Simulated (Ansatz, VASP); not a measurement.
**Two plane-wave programs on Hf2H5**

```
Hf H
1.0
    -2.38718    2.38718    4.70981
     2.38718   -2.38718    4.70981
     2.38718    2.38718   -4.70981
Hf H
4 10
Direct
  0.24464 0.24464 0.00000
  0.75536 0.75536 0.00000
  0.50536 0.00536 0.50000
  0.99464 0.49464 0.50000
  0.87500 0.39263 0.01763
  0.14263 0.62500 0.01763
  0.37500 0.39263 0.51763
  0.75000 0.25000 0.50000
  0.60737 0.62500 0.48237
  0.60737 0.12500 0.98237
  0.87500 0.85737 0.48237
  0.14263 0.12500 0.51763
  0.37500 0.85737 0.98237
  0.00000 0.00000 0.00000
```

Alike in both runs: functional PBE; k mesh 5 × 5 × 5; occupations gaussian, width 0.2 eV; no spin polarisation.

Ansatz relaxed the structure, and its values are those at the end. VASP's run is a single point on that final structure, the one shown.

|  | VASP | Ansatz |
| --- | --- | --- |
| version | VASP 6.6.1 | Ansatz 0.2.0 |
| potentials or method | VASP PAW PBE potentials, release 64 (Hf_pv, H), cutoff 520 eV | scalar-relativistic, plane waves, PAW |
| valence electrons in the cell | 50 | 114 |

VASP gave:

| Quantity | Value |
| --- | --- |
| gap on the k mesh at the Fermi level (eV) | none |
| pressure (GPa) | -0.8 |
| rms of the force components (eV/Å) | 0.016 |

Task: Which values does Ansatz return?

Result: gap on the k mesh at the Fermi level (eV): none; pressure (GPa): 0.1; rms of the force components (eV/Å): 0.018.

A gap of «none» marks a metal or a gap that the smearing closes. VASP's potentials hold 50 valence electrons a cell and Ansatz's 114, so a difference there can come from the potentials and not from the codes.

The k mesh is coarse, so the values compare programs but aren't converged. Spin-orbit coupling is off throughout.
